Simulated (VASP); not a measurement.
A run of VASP 6.6.1:

The input INCAR:

```
SYSTEM = Zn5CdS6
  PREC = Accurate
  ENCUT = 520
  EDIFF = 1E-7
  ISMEAR = 0
  SIGMA = 0.1
  LREAL = .FALSE.
  LASPH = .TRUE.
  NELM = 80
  ALGO = Normal
  ISIF = 2
  LWAVE = .FALSE.
  LCHARG = .FALSE.
  GGA = PE
  NBANDS = 66
```

Contents of KPOINTS:

```
Automatic mesh
0
G
  2 3 3
  0 0 0
```

POSCAR

```
Zn5CdS6
1.0
    0.0000000000      0.0000000000      6.3871779981
    6.7584826269      0.0000000000      0.0000000000
   -3.3792413134      5.8530176460      0.0000000000
Zn Cd S
5 1 6
Direct
    0.9996030379      0.6605507339      0.0000000000
    0.9996030379      0.3394492661      0.3394492661
    0.9996030379      0.0000000000      0.6605507339
    0.5003829872      0.6666666667      0.3333333333
    0.5003829872      0.3333333333      0.6666666667
    0.5007161439      0.0000000000      0.0000000000
    0.3689554752      0.6453985147      0.0000000000
    0.3689554752      0.3546014853      0.3546014853
    0.3689554752      0.0000000000      0.6453985147
    0.9007391271      0.0000000000      1.0000000000
    0.8710516078      0.6666666667      0.3333333333
    0.8710516078      0.3333333333      0.6666666667
```

Potentials or basis: VASP PAW PBE potentials, release 64 (Zn, Cd, S).

The run is started by

```sh
$ cat potpaw_PBE.64/Zn/POTCAR potpaw_PBE.64/Cd/POTCAR potpaw_PBE.64/S/POTCAR > POTCAR
$ mpirun -np 1 vasp_std > vasp.out
```

Hardware: 1 thread of Intel(R) Xeon(R) Platinum 8259CL CPU @ 2.50GHz (Skylake/Cascade Lake), on a shared host.

Problem. Estimate the wall time of this run.

Solution. It took 2.3 min on 1 thread of Intel(R) Xeon(R) Platinum 8259CL CPU @ 2.50GHz (Skylake/Cascade Lake) (shared host), peak memory 0.37 GiB. Counts: scf iterations 17, k points 6.
